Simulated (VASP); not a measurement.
Wanted: the native input for a VASP 6.6.1 run.

- Task: relaxation of cell and atoms
- Functional: LDA
- Potentials or basis: VASP PAW LDA potentials, release 64 (Zr_sv)
- Cutoff: 600 eV
- k mesh: 12 × 12 × 12
- Occupations: fermi-dirac, width 0.08 eV
- Spin: no spin polarisation
- Target pressure: 38 GPa
- Dipole correction: no
- Further INCAR settings: ALGO = Normal; EDIFF = 1e-07; IBRION = 2; EDIFFG = -0.005; NSW = 60; ISIF = 3

The structure of Zr lies in POSCAR:

```
Zr
1.0
    0.0000000000      2.6942573511      2.6942573511
    2.6942573511      0.0000000000      2.6942573511
    2.6942573511      2.6942573511      0.0000000000
Zr
2
Direct
   -0.1250000000     -0.1250000000     -0.1250000000
    0.1250000000      0.1250000000      0.1250000000
```

This isn't the form of Zr at room conditions, which is hcp.

One way to write it, as run:

INCAR

```
PREC = Accurate ; ENCUT = 600
EDIFF = 1E-7 ; ISMEAR = -1
SIGMA = 0.08 ; LREAL = False
LASPH = True ; NELM = 100
ALGO = Normal ; ISIF = 3
LWAVE = False ; LCHARG = False
GGA = CA ; IBRION = 2
NSW = 60 ; EDIFFG = -0.005
PSTRESS = 380.0
```

KPOINTS

```
Automatic mesh
0
Gamma
  12 12 12
```

Potentials or basis: VASP PAW LDA potentials, release 64 (Zr_sv).

Launch:

```sh
$ cat potpaw_LDA.64/Zr_sv/POTCAR > POTCAR
$ mpirun -np 1 vasp_std > vasp.out
```

Results of the run:

| Item | Value |
| --- | --- |
| Relaxed volume | 18.84 Å³/atom |
| Relaxed cell | a = 3.763 Å, b = 3.763 Å, c = 3.763 Å, α = 60.00°, β = 60.00°, γ = 60.00° |
| Space group after relaxing (to 0.1 Å) | Fd-3m (No. 227) |
| Energy change on relaxing (the run minimises the enthalpy) | +153.1 meV/atom |
| Ionic steps | 4 |
| Pressure after relaxing | 38.0 GPa |
| Band gap on the k mesh | zero (bands 12 and 13 overlap by 1.92 eV) |

Caveat: the cell is relaxed towards a set pressure, so the run minimises the enthalpy, not the energy.

Run time: 3.5 min on 1 thread of Intel Xeon 8259CL, on a shared host, peak memory 0.19 GiB.
